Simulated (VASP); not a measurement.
# Ta (Im-3m) in VASP: electric field gradients with r2SCAN

Aim: the electric field gradients of Ta with r2SCAN.

Program: VASP 6.6.1. These are calculated values, not measurements. Logs are shortened: lines on timing, memory, paths and dates and some standing lists are left out, and cuts for length are marked.

## Step 1: The cell of the first run

It takes space group Im-3m (No. 229, cubic). The conventional cell has a = 3.303 Å, b = 3.303 Å, c = 3.303 Å, α = 90.00°, β = 90.00°, γ = 90.00°. Ta (site symmetry m-3m) has 14 Ta at 2.86 to 3.30 Å within 3.8 Å.

## Step 2: Electric field gradients, r2SCAN

POSCAR reads:

```
Ta
1.0
    6.6051200000      0.0000000000      0.0000000000
    0.0000000000      6.6051200000      0.0000000000
    0.0000000000      0.0000000000      6.6051200000
Ta
16
Direct
    0.0000000000      0.0000000000      0.0000000000
    0.5000000000      0.0000000000      0.0000000000
    0.0000000000      0.5000000000      0.0000000000
    0.0000000000      0.0000000000      0.5000000000
    0.2500000000      0.2500000000      0.2500000000
    0.5000000000      0.5000000000      0.0000000000
    0.5000000000      0.0000000000      0.5000000000
    0.7500000000      0.2500000000      0.2500000000
    0.0000000000      0.5000000000      0.5000000000
    0.2500000000      0.7500000000      0.2500000000
    0.2500000000      0.2500000000      0.7500000000
    0.5000000000      0.5000000000      0.5000000000
    0.7500000000      0.7500000000      0.2500000000
    0.7500000000      0.2500000000      0.7500000000
    0.2500000000      0.7500000000      0.7500000000
    0.7500000000      0.7500000000      0.7500000000
```

INCAR.step1 reads:

```
PREC = Accurate ; ENCUT = 520
ISMEAR = -1 ; SIGMA = 0.05
LREAL = Auto ; LASPH = T
NELM = 100 ; NBANDS = 102
GGA = PE ; ALGO = Normal
EDIFF = 1E-4 ; LWAVE = T
LCHARG = F
```

INCAR.step2 reads:

```
PREC = Accurate ; ENCUT = 520
EDIFF = 1E-8 ; ISMEAR = -1
SIGMA = 0.05 ; LREAL = Auto
LASPH = T ; NELM = 100
ALGO = Normal ; ISIF = 2
LWAVE = F ; LCHARG = F
METAGGA = R2SCAN ; LMIXTAU = T
LEFG = T ; NBANDS = 102
ISTART = 1
```

KPOINTS reads:

```
Automatic mesh
0
Gamma
  5 5 5
```

Potentials or basis: VASP PAW PBE potentials, release 64 (Ta_pv).

On the command line:

```console
> cat potpaw_PBE.64/Ta_pv/POTCAR > POTCAR
> cp INCAR.step1 INCAR
> mpirun -np 1 vasp_std > vasp.out
> cp INCAR.step2 INCAR
> mpirun -np 1 vasp_std > vasp.out
```

OUTCAR:

```text
PREC = Accurate
   ENCUT = 520
   EDIFF = 1E-8
   ISMEAR = -1
   LREAL = Auto
   LASPH = T
   NELM = 100
   ISIF = 2
   METAGGA = R2SCAN
   ISTART = 1

 ion  position               nearest neighbor table
   1  0.000  0.000  0.000-   5 2.86   8 2.86  10 2.86  11 2.86  13 2.86  14 2.86  15 2.86  16 2.86
                             4 3.30   2 3.30   3 3.30   4 3.30   3 3.30   2 3.30
   2  0.500  0.000  0.000-   5 2.86   8 2.86  10 2.86  11 2.86  13 2.86  14 2.86  15 2.86  16 2.86
                             6 3.30   7 3.30   1 3.30   7 3.30   6 3.30   1 3.30
   3  0.000  0.500  0.000-   5 2.86   8 2.86  10 2.86  11 2.86  13 2.86  14 2.86  15 2.86  16 2.86
                             6 3.30   1 3.30   9 3.30   9 3.30   1 3.30   6 3.30
   4  0.000  0.000  0.500-   5 2.86   8 2.86  10 2.86  11 2.86  13 2.86  14 2.86  15 2.86  16 2.86
                             7 3.30   1 3.30   9 3.30   1 3.30   9 3.30   7 3.30
   5  0.250  0.250  0.250-   1 2.86   2 2.86   3 2.86   4 2.86   6 2.86   7 2.86   9 2.86  12 2.86
                            10 3.30  11 3.30   8 3.30  11 3.30  10 3.30   8 3.30
   6  0.500  0.500  0.000-   5 2.86   8 2.86  10 2.86  11 2.86  13 2.86  14 2.86  15 2.86  16 2.86
                             3 3.30  12 3.30   2 3.30  12 3.30   2 3.30   3 3.30
   7  0.500  0.000  0.500-   5 2.86   8 2.86  10 2.86  11 2.86  13 2.86  14 2.86  15 2.86  16 2.86
                             4 3.30  12 3.30   2 3.30   2 3.30  12 3.30   4 3.30
   8  0.750  0.250  0.250-   1 2.86   2 2.86   3 2.86   4 2.86   6 2.86   7 2.86   9 2.86  12 2.86
                             5 3.30  13 3.30  14 3.30  14 3.30  13 3.30   5 3.30
   9  0.000  0.500  0.500-   5 2.86   8 2.86  10 2.86  11 2.86  13 2.86  14 2.86  15 2.86  16 2.86
                             4 3.30  12 3.30   3 3.30   3 3.30   4 3.30  12 3.30
  10  0.250  0.750  0.250-   1 2.86   2 2.86   3 2.86   4 2.86   6 2.86   7 2.86   9 2.86  12 2.86
                             5 3.30  13 3.30  15 3.30  15 3.30   5 3.30  13 3.30
  11  0.250  0.250  0.750-   1 2.86   2 2.86   3 2.86   4 2.86   6 2.86   7 2.86   9 2.86  12 2.86
                             5 3.30  14 3.30  15 3.30   5 3.30  15 3.30  14 3.30
  12  0.500  0.500  0.500-   5 2.86   8 2.86  10 2.86  11 2.86  13 2.86  14 2.86  15 2.86  16 2.86
                             7 3.30   6 3.30   9 3.30   6 3.30   7 3.30   9 3.30
  13  0.750  0.750  0.250-   1 2.86   2 2.86   3 2.86   4 2.86   6 2.86   7 2.86   9 2.86  12 2.86
                            10 3.30   8 3.30  16 3.30  16 3.30   8 3.30  10 3.30
  14  0.750  0.250  0.750-   1 2.86   2 2.86   3 2.86   4 2.86   6 2.86   7 2.86   9 2.86  12 2.86
                            11 3.30   8 3.30  16 3.30   8 3.30  16 3.30  11 3.30
  15  0.250  0.750  0.750-   1 2.86   2 2.86   3 2.86   4 2.86   6 2.86   7 2.86   9 2.86  12 2.86
                            11 3.30  10 3.30  16 3.30  10 3.30  11 3.30  16 3.30
  16  0.750  0.750  0.750-   1 2.86   2 2.86   3 2.86   4 2.86   6 2.86   7 2.86   9 2.86  12 2.86
                            13 3.30  14 3.30  15 3.30  13 3.30  14 3.30  15 3.30

  LATTYP: Found a simple cubic cell.
 ALAT       =     6.6051200000

  Lattice vectors:

 A1 = (   6.6051200000,   0.0000000000,   0.0000000000)
 A2 = (   0.0000000000,   6.6051200000,   0.0000000000)
 A3 = (   0.0000000000,   0.0000000000,   6.6051200000)

Analysis of symmetry for initial positions (statically):
=====================================================================
 Subroutine PRICEL returns following result:

  LATTYP: Found a body centered cubic cell.
 ALAT       =     3.3025600000

  Lattice vectors:

 A1 = (   1.6512800000,   1.6512800000,  -1.6512800000)
 A2 = (  -1.6512800000,   1.6512800000,   1.6512800000)
 A3 = (   1.6512800000,  -1.6512800000,   1.6512800000)

  16 primitive cells build up your supercell.

 Routine SETGRP: Setting up the symmetry group for a
 simple cubic supercell.

 Subroutine GETGRP returns: Found 48 space group operations
 (whereof 48 operations were pure point group operations)
 out of a pool of 48 trial point group operations.

The static configuration has the point symmetry O_h .

Analysis of symmetry for dynamics (positions and initial velocities):
=====================================================================
 Subroutine PRICEL returns following result:

  LATTYP: Found a body centered cubic cell.
 ALAT       =     3.3025600000

  Lattice vectors:

 A1 = (   1.6512800000,   1.6512800000,  -1.6512800000)
 A2 = (  -1.6512800000,   1.6512800000,   1.6512800000)
[... 110 lines left out ...]
   EFERMI_NEDOS =   21; number of points for ismear=-14 and -15
   IALGO  =     38    algorithm
   IMIX   =      4    mixing-type and parameters
     AMIX     =   0.40;   BMIX     =  1.00
     AMIX_MAG =   1.60;   BMIX_MAG =  1.00
  volume/ion in A,a.u.               =      18.01       121.54
  Fermi-wavevector in a.u.,A,eV,Ry     =   1.388988  2.624806 26.249534  1.929286
  Thomas-Fermi vector in A             =   2.513061
   LORBIT       =      0    0 simple, 1 ext, 2 COOP (PROOUT), +10 PAW based schemes
   METAGGA = R2SCAN    functional components
   LHFCALC =     F    Hartree Fock is set to
   AEXX    =    0.0000 exact exchange contribution
   IVDW    =     0    specifies the selected vdW correction
   LEPSILON=     F    determine dielectric tensor
   LRPA    =     F    only Hartree local field effects (RPA)
 non-spin polarized calculation
  energy-cutoff  :      520.00
  volume of cell :      288.17
 maximum number of plane-waves:      7809
 NGX is ok and might be reduce to    50
   NGX = 25   NGY = 25   NGZ = 25

 number of electron     175.9999950 magnetization

 Free energy of the ion-electron system (eV)
  ---------------------------------------------------
  ext. energy  EPLUGINS =         0.00000000
  ---------------------------------------------------
  free energy    TOTEN  =      -777.39622173 eV

  energy without entropy =     -777.25284221  energy(sigma->0) =     -777.32453197

 E-fermi :   5.3143     XC(G=0): -13.7729

 val. band max:        5.2828381652   @ k =   0.4000   0.2000   0.2000
 cond. band min:       5.3610625658   @ k =   0.4000   0.2000   0.2000
 fundamental gap:      0.0782244005
 Fermi energy:         5.3143312573

 k-point     1 :       0.0000    0.0000    0.0000
  band No.  band energies     occupation
      1     -30.1399      2.00000
      2     -30.1399      2.00000
      3     -30.1399      2.00000
      4     -30.1399      2.00000
      5     -30.1399      2.00000
      6     -30.1399      2.00000
[... 1019 lines left out ...]
     99       9.1243      0.00000
    100       9.1385      0.00000
 [bands above 100 left out]

------------------------ aborting loop because EDIFF is reached ----------------------------------------

  FORCE on cell =-STRESS in cart. coord.  units (eV):
  Direction    XX          YY          ZZ          XY          YZ          ZX
  --------------------------------------------------------------------------------------
  -------------------------------------------------------------------------------------
  Total        2.3487113      2.3487113      2.3487113      0.0000000      0.0000000      0.0000000
  in kB       13.0586442     13.0586442     13.0586442      0.0000000      0.0000000      0.0000000
  external PRESSURE =      13.0586442 kB  Pullay stress =       0.0000000 kB

 VOLUME and BASIS-vectors are now :
 -----------------------------------------------------------------------------
  energy-cutoff  :      520.00
  volume of cell :      288.17
      direct lattice vectors                 reciprocal lattice vectors
     6.605120000  0.000000000  0.000000000     0.151397704  0.000000000  0.000000000
     0.000000000  6.605120000  0.000000000     0.000000000  0.151397704  0.000000000
     0.000000000  0.000000000  6.605120000     0.000000000  0.000000000  0.151397704

 POSITION                                       TOTAL-FORCE (eV/Angst)
 -----------------------------------------------------------------------------------
      0.00000      0.00000      0.00000         0.000000     -0.000000      0.000000
      3.30256      0.00000      0.00000        -0.000000      0.000000     -0.000000
      0.00000      3.30256      0.00000        -0.000000      0.000000      0.000000
      0.00000      0.00000      3.30256         0.000000     -0.000000     -0.000000
      1.65128      1.65128      1.65128        -0.000000     -0.000000      0.000000
      3.30256      3.30256      0.00000        -0.000000     -0.000000      0.000000
[... 8 lines left out ...]
      1.65128      4.95384      4.95384        -0.000000     -0.000000      0.000000
      4.95384      4.95384      4.95384        -0.000000     -0.000000     -0.000000
 -----------------------------------------------------------------------------------
    total drift:                                0.000000     -0.000000     -0.000000

  FREE ENERGIE OF THE ION-ELECTRON SYSTEM (eV)
  ---------------------------------------------------
  free  energy   TOTEN  =      -777.3962217264 eV

  energy  without entropy=     -777.2528422099  energy(sigma->0) =     -777.32453197

 Electric field gradients (V/A^2)
---------------------------------------------------------------------
 ion       V_xx      V_yy      V_zz      V_xy      V_xz      V_yz
---------------------------------------------------------------------
   1       0.000     0.000     0.000     0.000     0.000    -0.000
   2       0.000     0.000     0.000    -0.000    -0.000    -0.000
   3       0.000     0.000     0.000     0.000    -0.000     0.000
   4       0.000     0.000     0.000     0.000    -0.000    -0.000
   5       0.000     0.000     0.000    -0.000     0.000     0.000
   6       0.000     0.000     0.000    -0.000     0.000     0.000
[... 8 lines left out ...]
  15       0.000     0.000     0.000    -0.000     0.000     0.000
  16       0.000     0.000     0.000     0.000    -0.000     0.000
---------------------------------------------------------------------

 Electric field gradients after diagonalization (V/A^2)
 (convention: |V_zz| > |V_xx| > |V_yy|)
----------------------------------------------------------------------
 ion       V_xx      V_yy      V_zz     asymmetry (V_yy - V_xx)/ V_zz
----------------------------------------------------------------------
   1       0.000     0.000     0.000      -0.179
   2       0.000     0.000     0.000      -0.257
   3       0.000     0.000     0.000      -0.048
   4       0.000     0.000     0.000      -0.355
   5       0.000     0.000     0.000      -0.161
   6       0.000     0.000     0.000      -0.299
[... 8 lines left out ...]
  15       0.000     0.000     0.000      -0.128
  16       0.000     0.000     0.000      -0.486
----------------------------------------------------------------------

           NMR quadrupolar parameters

 Cq : quadrupolar parameter    Cq=e*Q*V_zz/h
 eta: asymmetry parameters     (V_yy - V_xx)/ V_zz
 Q  : nuclear electric quadrupole moment in mb (millibarn)
----------------------------------------------------------------------
 ion       Cq(MHz)       eta       Q (mb)
----------------------------------------------------------------------
   1       0.000      -0.179       1.000
   2       0.000      -0.257       1.000
   3       0.000      -0.048       1.000
   4       0.000      -0.355       1.000
   5       0.000      -0.161       1.000
   6       0.000      -0.299       1.000
[... 8 lines left out ...]
  15       0.000      -0.128       1.000
  16       0.000      -0.486       1.000
----------------------------------------------------------------------
```

Run time: 18 min. Hardware: 1 thread of Intel Xeon 6975P-C (Granite Rapids), shared host; peak memory 0.49 GiB.

What came out:

```yaml
Free_energy: -777.3962 eV
Pressure: 1.3 GPa
Band_gap_on_the_k_mesh: zero (bands 88 and 89 overlap by 2.11 eV)
Largest_electric_field_gradient_by_atom: under 0.05 V/Å² on every atom
```

Caveat: the PAW data sets were made with another functional, which shifts forces and pressure a little; spin-orbit coupling is left out, which moves the levels of the heavy elements.

The gap in the log of VASP goes by the Fermi energy; the results here count the filled bands.